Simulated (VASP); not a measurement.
Wanted: the native input for a VASP 6.6.1 run.

```yaml
Task: relaxation of cell and atoms
Functional: PBE
Potentials_or_basis: VASP PAW PBE potentials, release 64 (Li_sv)
Cutoff: 750 eV
k_mesh: 18 × 18 × 10
Occupations: gaussian, width 0.1 eV
Spin: no spin polarisation
Dipole_correction: no
Further_INCAR_settings: ALGO = Normal; EDIFF = 1e-07; IBRION = 2; EDIFFG = -0.005; NSW = 70; ISIF = 3
```

The structure of Li lies in POSCAR:

```
Li
1.0
    2.9531605378      0.0000000000      0.0000000000
   -1.4765802689      2.5575120472      0.0000000000
    0.0000000000      0.0000000000      4.8440825740
Li
2
Direct
    0.3333333333      0.6666666667      0.2500000000
    0.6666666667      0.3333333333      0.7500000000
```

This isn't the form of Li at room conditions, which is bcc.

One way to write it, as run:

INCAR

```
SYSTEM = Li
PREC = Accurate
ENCUT = 750
EDIFF = 1E-7
ISMEAR = 0
SIGMA = 0.1
LREAL = .False.
LASPH = .True.
NELM = 120
ALGO = Normal
ISIF = 3
LWAVE = .False.
LCHARG = .False.
GGA = PE
IBRION = 2
NSW = 70
EDIFFG = -0.005
GGA_COMPAT = .False.
NELMIN = 4
```

KPOINTS

```
regular mesh
0
Gamma
  18 18 10
  0 0 0
```

Potentials or basis: VASP PAW PBE potentials, release 64 (Li_sv).

The run is started by

```sh
$ cat potpaw_PBE.64/Li_sv/POTCAR > POTCAR
$ mpirun -np 1 vasp_std > vasp.out
```

It gave:

The relaxed volume is 19.98 Å³/atom and the relaxed cell is a = 3.040 Å, b = 3.040 Å, c = 4.991 Å, α = 90.00°, β = 90.00°, γ = 120.00°. The space group after relaxing (to 0.1 Å) is P6_3/mmc (No. 194), the energy gained by relaxing is 7.3 meV/atom and the ionic steps are 4. The pressure after relaxing is 0.0 GPa. The band gap on the k mesh is zero (bands 3 and 4 overlap by 4.67 eV).

Wall time 2.5 min on 1 thread of AMD EPYC 9R14 (Zen 4) (shared host), peak memory 0.2 GiB.
